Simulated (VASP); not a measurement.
# SnSe (Fm-3m) in VASP: notebook

Aim: see how the results for SnSe move with the level of theory and the settings. Levels: revPBE, BLYP, r2SCAN, LDA, PBEsol. Tasks: single point, relaxation of cell and atoms.

Program: VASP 6.6.1. These are calculated values, not measurements. Logs are shortened: lines on timing, memory, paths and dates and some standing lists are left out, and cuts for length are marked.

### 1 The cell of the first run

Symmetry: Fm-3m, No. 225, cubic system. The conventional cell has a = 6.106 Å, b = 6.106 Å, c = 6.106 Å, α = 90.00°, β = 90.00°, γ = 90.00°. Sn (site symmetry m-3m) has 6 Se at 3.05 Å within 4.0 Å. Within 4.0 Å of Se (site symmetry m-3m) lie 6 Sn at 3.05 Å.

### 2 Single point, revPBE

INCAR

```
  PREC = Accurate
  ENCUT = 520
  EDIFF = 1E-7
  ISMEAR = -1
  SIGMA = 0.05
  LREAL = False
  LASPH = True
  NELM = 60
  ALGO = Normal
  ISIF = 2
  LWAVE = False
  LCHARG = True
  GGA = RE
  LELF = True
  LVHAR = True
  NBANDS = 17
```

KPOINTS

```
Automatic mesh
0
Gamma
  8 8 8
```

POSCAR

```
SnSe
1.0
    0.0000000000      3.0531085497      3.0531085497
    3.0531085497      0.0000000000      3.0531085497
    3.0531085497      3.0531085497      0.0000000000
Sn Se
1 1
Direct
    0.0000000000      0.0000000000      0.0000000000
    0.5000000000      0.5000000000      0.5000000000
```

Potentials or basis: VASP PAW PBE potentials, release 64 (Sn_d, Se).

Command:

```
$ cat potpaw_PBE.64/Sn_d/POTCAR potpaw_PBE.64/Se/POTCAR > POTCAR
$ mpirun -np 1 vasp_std > vasp.out
```

OUTCAR:

```text
PREC = Accurate
   ENCUT = 520
   EDIFF = 1E-7
   ISMEAR = -1
   LREAL = False
   LASPH = True
   NELM = 60
   ISIF = 2
   GGA = RE

 ion  position               nearest neighbor table
   1  0.000  0.000  0.000-   2 3.05   2 3.05   2 3.05   2 3.05   2 3.05   2 3.05
   2  0.500  0.500  0.500-   1 3.05   1 3.05   1 3.05   1 3.05   1 3.05   1 3.05

  LATTYP: Found a face centered cubic cell.
 ALAT       =     6.1062170994

  Lattice vectors:

 A1 = (   0.0000000000,   3.0531085497,   3.0531085497)
 A2 = (   3.0531085497,   0.0000000000,   3.0531085497)
 A3 = (   3.0531085497,   3.0531085497,   0.0000000000)

Analysis of symmetry for initial positions (statically):
=====================================================================
 Subroutine PRICEL returns:
 Original cell was already a primitive cell.

 Routine SETGRP: Setting up the symmetry group for a
 face centered cubic supercell.

 Subroutine GETGRP returns: Found 48 space group operations
 (whereof 48 operations were pure point group operations)
 out of a pool of 48 trial point group operations.

The static configuration has the point symmetry O_h .

Analysis of symmetry for dynamics (positions and initial velocities):
=====================================================================
 Subroutine PRICEL returns:
 Original cell was already a primitive cell.

 Routine SETGRP: Setting up the symmetry group for a
 face centered cubic supercell.

 Subroutine GETGRP returns: Found 48 space group operations
 (whereof 48 operations were pure point group operations)
 out of a pool of 48 trial point group operations.

The dynamic configuration has the point symmetry O_h .

 Subroutine INISYM returns: Found 48 space group operations
 (whereof 48 operations are pure point group operations),
 and found     1 'primitive' translations

----------------------------------------------------------------------------------------

                                     Primitive cell

  volume of cell :      56.9189

  direct lattice vectors                    reciprocal lattice vectors
     0.000000000  3.053108550  3.053108550    -0.163767515  0.163767515  0.163767515
     3.053108550  0.000000000  3.053108550     0.163767515 -0.163767515  0.163767515
     3.053108550  3.053108550  0.000000000     0.163767515  0.163767515 -0.163767515

  length of vectors
     4.317747518  4.317747518  4.317747518     0.283653656  0.283653656  0.283653656

[... 77 lines left out ...]
   LASPH  =      T    aspherical Exc in radial PAW
   ENCUT  =  520.0 eV  38.22 Ry    6.18 a.u.   8.03  8.03  8.03*2*pi/ulx,y,z
   NELM   =     60;   NELMIN=  2; NELMDL= -5     # of ELM steps
   EDIFF  = 0.1E-06   stopping-criterion for ELM
   LREAL  =      F    real-space projection
   EDIFFG = 0.1E-05   stopping-criterion for IOM
   NSW    =      0    number of steps for IOM
   IBRION =     -1    ionic relax: 0-MD 1-quasi-New 2-CG
   NFREE  =      0    steps in history (QN), initial steepest desc. (CG)
   ISIF   =      2    stress and relaxation
   ISYM   =      2    0-nonsym 1-usesym 2-fastsym
   POTIM  = 0.5000    time-step for ionic-motion
   TEBEG  =    0.0;   TEEND  =   0.0 temperature during run
   PSTRESS=    0.0 pullay stress
   NELECT =      20.0000    total number of electrons
   NUPDOWN=      -1.0000    fix difference up-down
   EMIN   =  10.00;   EMAX   =-10.00  energy-range for DOS
   EFERMI =   0.00;   METHOD = LEGACY
   ISMEAR =    -1;   SIGMA  =   0.05  broadening in eV -4-tet -1-fermi 0-gaus
   EFERMI_NEDOS =   21; number of points for ismear=-14 and -15
   IALGO  =     38    algorithm
   IMIX   =      4    mixing-type and parameters
     AMIX     =   0.40;   BMIX     =  1.00
     AMIX_MAG =   1.60;   BMIX_MAG =  1.00
  volume/ion in A,a.u.               =      28.46       192.05
  Fermi-wavevector in a.u.,A,eV,Ry     =   1.155223  2.183055 18.157529  1.334541
  Thomas-Fermi vector in A             =   2.291854
   LORBIT       =      0    0 simple, 1 ext, 2 COOP (PROOUT), +10 PAW based schemes
   GGA     = RE    functional components
   LHFCALC =     F    Hartree Fock is set to
   AEXX    =    0.0000 exact exchange contribution
   IVDW    =     0    specifies the selected vdW correction
   LEPSILON=     F    determine dielectric tensor
   LRPA    =     F    only Hartree local field effects (RPA)
 non-spin polarized calculation
  energy-cutoff  :      520.00
  volume of cell :       56.92
 maximum number of plane-waves:      1543
   NGX = 17   NGY = 17   NGZ = 17

 number of electron      19.9999992 magnetization

 Free energy of the ion-electron system (eV)
  ---------------------------------------------------
  ext. energy  EPLUGINS =         0.00000000
  ---------------------------------------------------
  free energy    TOTEN  =        -7.61982083 eV

  energy without entropy =       -7.61963463  energy(sigma->0) =       -7.61972773

 E-fermi :   5.4698     XC(G=0):  -9.3121

 val. band max:        5.2856005269   @ k =   0.5000   0.0000   0.0000
 cond. band min:       5.6558941834   @ k =   0.5000   0.0000   0.0000
 fundamental gap:      0.3702936565
 Fermi energy:         5.4698385757

 k-point     1 :       0.0000    0.0000    0.0000
  band No.  band energies     occupation
      1     -16.4678      2.00000
      2     -16.4678      2.00000
      3     -16.4678      2.00000
      4     -16.4618      2.00000
      5     -16.4618      2.00000
      6      -8.3606      2.00000
[... 457 lines left out ...]
      4     -16.4600      2.00000
      5     -16.4557      2.00000
      6      -7.3918      2.00000
[... 9 lines left out ...]
     16      15.9064      0.00000
     17      16.0002      0.00000

 [... further k-points ...]

------------------------ aborting loop because EDIFF is reached ----------------------------------------

  FORCE on cell =-STRESS in cart. coord.  units (eV):
  Direction    XX          YY          ZZ          XY          YZ          ZX
  --------------------------------------------------------------------------------------
  -------------------------------------------------------------------------------------
  Total       -0.0028178     -0.0028178     -0.0028178      0.0000000      0.0000000      0.0000000
  in kB       -0.0793155     -0.0793155     -0.0793155      0.0000000      0.0000000      0.0000000
  external PRESSURE =      -0.0793155 kB  Pullay stress =       0.0000000 kB

 VOLUME and BASIS-vectors are now :
 -----------------------------------------------------------------------------
  energy-cutoff  :      520.00
  volume of cell :       56.92
      direct lattice vectors                 reciprocal lattice vectors
     0.000000000  3.053108550  3.053108550    -0.163767515  0.163767515  0.163767515
     3.053108550  0.000000000  3.053108550     0.163767515 -0.163767515  0.163767515
     3.053108550  3.053108550  0.000000000     0.163767515  0.163767515 -0.163767515

 POSITION                                       TOTAL-FORCE (eV/Angst)
 -----------------------------------------------------------------------------------
      0.00000      0.00000      0.00000         0.000000      0.000000      0.000000
      3.05311      3.05311      3.05311         0.000000     -0.000000     -0.000000
 -----------------------------------------------------------------------------------
    total drift:                                0.000000     -0.000000     -0.000000

  FREE ENERGIE OF THE ION-ELECTRON SYSTEM (eV)
  ---------------------------------------------------
  free  energy   TOTEN  =        -7.6198208313 eV

  energy  without entropy=       -7.6196346253  energy(sigma->0) =       -7.61972773
```

OSZICAR:

```text
N       E                     dE             d eps       ncg     rms          rms(c)
DAV:   1     0.136744038158E+03    0.13674E+03   -0.96484E+03  1012   0.141E+03
DAV:   2     0.570167418759E+01   -0.13104E+03   -0.12711E+03  1050   0.358E+02
DAV:   3    -0.746569469530E+01   -0.13167E+02   -0.13033E+02  1194   0.964E+01
DAV:   4    -0.781495274018E+01   -0.34926E+00   -0.34891E+00  1163   0.165E+01
DAV:   5    -0.782506021630E+01   -0.10107E-01   -0.10107E-01  1432   0.278E+00    0.301E+00
DAV:   6    -0.761494814562E+01    0.21011E+00   -0.53390E-01  1388   0.397E+00    0.178E+00
DAV:   7    -0.761576359443E+01   -0.81545E-03   -0.94009E-02  1101   0.135E+00    0.928E-01
DAV:   8    -0.761983951922E+01   -0.40759E-02   -0.11594E-02  1157   0.920E-01    0.145E-01
DAV:   9    -0.761963724556E+01    0.20227E-03   -0.16184E-03  1385   0.320E-01    0.657E-02
DAV:  10    -0.761980279849E+01   -0.16555E-03   -0.32232E-04  1091   0.985E-02    0.170E-02
DAV:  11    -0.761981992357E+01   -0.17125E-04   -0.44812E-05  1225   0.546E-02    0.372E-03
DAV:  12    -0.761982080237E+01   -0.87880E-06   -0.33400E-06  1258   0.148E-02    0.205E-03
DAV:  13    -0.761982083129E+01   -0.28926E-07   -0.49527E-07  1137   0.517E-03
   1 F= -.76198208E+01 E0= -.76197277E+01  d E =-.186206E-03
```

stdout:

```text
POSCAR found type information on POSCAR SnSe
 POSCAR found :  2 types and       2 ions
 scaLAPACK will be used
 -----------------------------------------------------------------------------
|                                                                             |
|                                                                             |
|     You enforced a specific xc type in the INCAR file but a different       |
|     I HOPE YOU KNOW WHAT YOU ARE DOING!                                     |
|                                                                             |
 -----------------------------------------------------------------------------

 LDA part: xc-table for (Slater+PW92), standard interpolation
 POSCAR, INCAR and KPOINTS ok, starting setup
 FFT: planning ... GRIDC
 FFT: planning ... GRID_SOFT
 FFT: planning ... GRID
 WAVECAR not read
 entering main loop
```

Wall time 22 s (1 thread of AMD EPYC 7R43 (Zen 3), shared host); peak memory 0.15 GiB.

What came out:

```
Free energy            : -7.6198 eV
Pressure               : 0.0 GPa
Band gap on the k mesh : 0.37 eV, direct
```

Caveat: the PAW data sets were made with another functional, which shifts forces and pressure a little; spin-orbit coupling is left out, which moves the levels of the heavy elements.

### 3 Single point, BLYP

This run uses another cell than the first one, of 30.05 Å³/atom, 1.056 times its volume.

INCAR

```
SYSTEM = SnSe
PREC     = Accurate       ! precision mode
ENCUT    = 520            ! plane-wave cutoff, eV
EDIFF    = 1E-7           ! SCF threshold, eV
ISMEAR   = -1             ! smearing method
SIGMA    = 0.05           ! smearing width, eV
LREAL    = .FALSE.        ! projectors in reciprocal space
LASPH    = .TRUE.         ! aspherical terms in the spheres
NELM     = 100            ! most SCF steps
ALGO     = Normal         ! electronic algorithm
ISIF     = 2              ! what is computed and relaxed
LWAVE    = .FALSE.        ! write WAVECAR
LCHARG   = .TRUE.         ! write CHGCAR
GGA      = B5             ! functional
ALDAX    = 1.0          
AGGAX    = 1.0          
AGGAC    = 1.0          
ALDAC    = 0.0          
LELF     = .TRUE.         ! ELF
LVHAR    = .TRUE.       
NBANDS   = 17             ! bands
```

KPOINTS

```
Automatic mesh
0
G
  8 8 8
  0 0 0
```

POSCAR

```
SnSe
1.0
    0.0000000000      3.1089221380      3.1089221380
    3.1089221380      0.0000000000      3.1089221380
    3.1089221380      3.1089221380      0.0000000000
Sn Se
1 1
Direct
    0.0000000000      0.0000000000      0.0000000000
    0.5000000000      0.5000000000      0.5000000000
```

Potentials or basis: VASP PAW PBE potentials, release 64 (Sn_d, Se).

Command:

```
$ cat potpaw_PBE.64/Sn_d/POTCAR potpaw_PBE.64/Se/POTCAR > POTCAR
$ mpirun -np 1 vasp_std > vasp.out
```

It took 58 s on 1 thread of AMD EPYC 7R43 (Zen 3), shared host; peak memory 0.18 GiB.

The run converged. Its results:

```
Free energy            : -7.0711 eV
Pressure               : 0.1 GPa
Band gap on the k mesh : 0.04 eV, direct
```

Levels at points of the mesh, in eV from the valence-band top:
```csv
k point,band 8,band 9,band 10,band 11,band 12,band 13
"(0.00, 0.00, 0.00)",-2.07,-2.07,-2.07,3.70,3.70,3.70
"(0.50, 0.00, 0.00)",-1.82,-1.82,0.00,0.04,1.12,1.12
"(0.50, 0.50, 0.00)",-4.88,-3.31,-3.31,3.51,4.57,4.57
```

Caveat: the PAW data sets were made with another functional, which shifts forces and pressure a little; spin-orbit coupling is left out, which moves the levels of the heavy elements. A k mesh can miss the band edges.

### 4 Single point, r2SCAN

This run uses another cell than the first one, of 27.27 Å³/atom, 0.958 times its volume.

POSCAR

```
SnSe
1.0
    0.0000000000      3.0100000000      3.0100000000
    3.0100000000      0.0000000000      3.0100000000
    3.0100000000      3.0100000000      0.0000000000
Sn Se
1 1
Direct
    0.0000000000      0.0000000000      0.0000000000
    0.5000000000      0.5000000000      0.5000000000
```

INCAR.step1

```
ALGO = Normal
EDIFF = 1E-4
ENCUT = 520
GGA = PE
ISMEAR = -1
LASPH = True
LCHARG = False
LREAL = False
LWAVE = True
NBANDS = 17
NELM = 100
PREC = Accurate
SIGMA = 0.05
```

INCAR.step2

```
ALGO = Normal
EDIFF = 1E-6
ENCUT = 520
ISIF = 2
ISMEAR = -1
ISTART = 1
LASPH = True
LCHARG = False
LMIXTAU = True
LREAL = False
LWAVE = False
METAGGA = R2SCAN
NBANDS = 17
NELM = 100
PREC = Accurate
SIGMA = 0.05
```

KPOINTS

```
k-points
0
Gamma
  8 8 8
```

Command:

```
$ cat potpaw_PBE.64/Sn_d/POTCAR potpaw_PBE.64/Se/POTCAR > POTCAR
$ cp INCAR.step1 INCAR
$ mpirun -np 1 vasp_std > vasp.out
$ cp INCAR.step2 INCAR
$ mpirun -np 1 vasp_std > vasp.out
```

Run time: 80 s. Hardware: 1 thread of AMD EPYC 7R43 (Zen 3), shared host; peak memory 0.15 GiB.

Results (log left out):

```yaml
Free_energy: -39.8788 eV
Pressure: -0.1 GPa
Band_gap_on_the_k_mesh: 0.45 eV, direct
```

Levels at points of the mesh, in eV from the valence-band top:
```csv
k point,band 8,band 9,band 10,band 11,band 12,band 13
"(0.00, 0.00, 0.00)",-2.64,-2.64,-2.64,4.36,4.36,4.36
"(0.50, 0.00, 0.00)",-2.37,-2.37,0.00,0.45,1.13,1.13
"(0.50, 0.50, 0.00)",-5.95,-4.10,-4.10,3.11,5.46,5.46
```

Caveat: the PAW data sets were made with another functional, which shifts forces and pressure a little; spin-orbit coupling is left out, which moves the levels of the heavy elements.

### 5 Relaxation of cell and atoms, LDA

This run uses another cell than the first one, of 27.27 Å³/atom, 0.958 times its volume.

INCAR

```
PREC = Accurate
ENCUT = 600
EDIFF = 1E-6
ISMEAR = -1
SIGMA = 0.05
LREAL = False
LASPH = True
NELM = 60
ALGO = Normal
ISIF = 3
LWAVE = False
LCHARG = False
IBRION = 2
NSW = 60
EDIFFG = -0.01
```

KPOINTS

```
regular mesh
0
Gamma
  8 8 8
```

POSCAR is that of step 4.

Potentials or basis: VASP PAW LDA potentials, release 64 (Sn_d, Se).

Command:

```
$ cat potpaw_LDA.64/Sn_d/POTCAR potpaw_LDA.64/Se/POTCAR > POTCAR
$ mpirun -np 1 vasp_std > vasp.out
```

Run time: 50 s. Hardware: 1 thread of AMD EPYC 7R43 (Zen 3), shared host; peak memory 0.16 GiB.

The run converged. Its results:

```yaml
Free_energy: -9.5100 eV
Relaxed_volume: 25.63 Å³/atom
Relaxed_cell: a = 4.170 Å, b = 4.170 Å, c = 4.170 Å, α = 60.00°, β = 60.00°, γ = 60.00°
Space_group_after_relaxing_to_0.05_Å: Fm-3m (No. 225)
Energy_gained_by_relaxing: 17.6 meV/atom
Ionic_steps: 3
Pressure_after_relaxing: 0.0 GPa
Band_gap_on_the_k_mesh: 0.77 eV, indirect (least direct gap 0.91 eV)
```

The path:
| step | energy change (eV) | largest force (eV/Å) | pressure (GPa) | volume (Å³) |
| --- | --- | --- | --- | --- |
| 1 | 0.0000 | 0.0000 | -3.23 | 54.54 |
| 2 | -0.0316 | 0.0000 | 1.19 | 50.32 |
| 3 | -0.0351 | 0.0000 | 0.02 | 51.26 |

Final structure:
```
CELL_PARAMETERS angstrom
0.00000 2.94843 2.94843
2.94843 0.00000 2.94843
2.94843 2.94843 0.00000
ATOMIC_POSITIONS crystal
Sn 0.00000 0.00000 0.00000
Se 0.50000 0.50000 0.50000
```

Levels at points of the mesh, in eV from the valence-band top:
```
           k point  band 6  band 7  band 8  band 9  band 10  band 11  band 12  band 13  band 14
(0.00, 0.00, 0.00)  -14.18   -4.85   -2.22   -2.22    -2.22     4.58     4.58     4.58     5.92
(0.50, 0.00, 0.00)  -13.09   -8.30   -1.94   -1.94    -0.01     0.90     1.28     1.28     8.46
(0.50, 0.50, 0.00)  -12.75   -5.99   -5.78   -3.79    -3.79     2.91     5.74     5.74     6.41
```

Caveat: spin-orbit coupling is left out, which moves the levels of the heavy elements.

(Continued in part 2 of 2.)
